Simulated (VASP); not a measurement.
**Al3BN2: relaxation of cell and atoms with PBE**

Al3BN2:

```xyz
6
Lattice="3.7041 0.0000 0.0000 -1.8520 3.2078 0.0000 0.0000 0.0000 6.2867" Properties=species:S:1:pos:R:3 pbc="T T T"
Al    0.0000    2.1385    0.0000
Al    1.8520    1.0693    0.0000
Al    0.0000    0.0000    0.0000
B     0.0000    0.0000    3.1434
N     0.0000    0.0000    1.7522
N     0.0000    0.0000    4.5346
```

The cell was built from a structure type or drawn by symmetry, and may not be a known phase.

| Item | Value |
| --- | --- |
| Program | VASP 6.6.1 |
| Task | relaxation of cell and atoms |
| Functional | PBE |
| Potentials or basis | VASP PAW PBE potentials, release 64 (Al, B, N) |
| Cutoff | 600 eV |
| k mesh | 4 × 4 × 2 |
| Occupations | gaussian, width 0.15 eV |
| Spin | no spin polarisation |
| Dipole correction | no |
| Further INCAR settings | ALGO = Normal; EDIFF = 1e-07; IBRION = 2; EDIFFG = -0.08; NSW = 36; ISIF = 3 |

- Relaxed volume: 19.78 Å³/atom
- Relaxed cell: a = 4.701 Å, b = 4.701 Å, c = 6.202 Å, α = 90.00°, β = 90.00°, γ = 120.00°
- Space group after relaxing (to 0.1 Å): P6/mmm (No. 191)
- Energy gained by relaxing: 1479.9 meV/atom
- Ionic steps: 14
- Pressure after relaxing: 0.0 GPa
- Largest force after relaxing: 0.034 eV/Å
- Band gap on the k mesh: zero (bands 11 and 12 overlap by 0.52 eV)

Forces on the atoms (eV/Å):
```
Al   0.000  0.000  0.000
Al   0.000  0.000  0.000
Al   0.000  0.000  0.000
B    0.000  0.000  0.000
N    0.000  0.000 -0.034
N    0.000  0.000  0.034
```

Stress tensor (GPa, compression positive):
```
 0.18  0.00  0.00
 0.00  0.18  0.00
 0.00  0.00 -0.33
```

The path:
```
step  energy change (eV)  largest force (eV/Å)  pressure (GPa)  volume (Å³)
   1              0.0000                4.6845           62.26        74.70
   2             -5.2978               19.8573            6.43       135.64
   3             -8.1010                6.3507            9.66       106.93
   4             -8.0968                7.2440            8.71       109.14
   5             -5.4285               10.0378           -9.72       138.60
   6             -8.7576                0.9949           -1.48       116.67
   7             -8.7697                0.3954           -0.72       115.86
   8             -8.7709                0.1512           -0.40       115.54
   9             -8.8640                0.5477            1.39       117.41
  10             -8.8713                0.4298            0.93       117.04
  11             -8.8732                0.7057            0.46       118.61
  12             -8.8773                0.1907            0.66       117.89
  13             -8.8779                0.0949           -0.52       119.33
  14             -8.8791                0.0339            0.01       118.67
```

Final structure:
```
CELL_PARAMETERS angstrom
4.70055 0.00000 0.00000
-2.35027 4.07079 0.00000
0.00000 0.00000 6.20188
ATOMIC_POSITIONS crystal
Al 0.33333 0.66667 0.00000
Al 0.66667 0.33333 0.00000
Al 0.00000 0.00000 0.00000
B 0.00000 0.00000 0.50000
N 0.00000 0.00000 0.28617
N 0.00000 0.00000 0.71383
```

Levels at points of the mesh, in eV from the Fermi level:
```tsv
k point	band 9	band 10	band 11	band 12	band 13	band 14
(0.00, 0.00, 0.00)	-1.74	-0.97	-0.97	0.11	0.14	0.14
(0.50, 0.00, 0.00)	-2.66	-1.89	-1.56	0.15	2.21	2.38
(0.00, 0.00, 0.50)	-2.96	-0.95	-0.95	-0.48	0.99	1.63
(0.50, 0.00, 0.50)	-3.68	-0.87	0.04	0.36	1.48	1.73
```

It took 100 s on 1 thread of AMD EPYC 9R45 96-Core Processor (Zen 5), on a shared host, peak memory 0.17 GiB.

Caveat: the k points lie up to 0.51 Å⁻¹ apart in the final cell, too coarse for converged energies and pressures of a metal; the volume moved by over 15 % at a fixed basis, so the end points are rough; semilocal functionals underestimate gaps, so a narrow gap can read as zero; the relaxation stopped at a loose force limit of 0.08 eV/Å, so its end isn't a converged minimum.
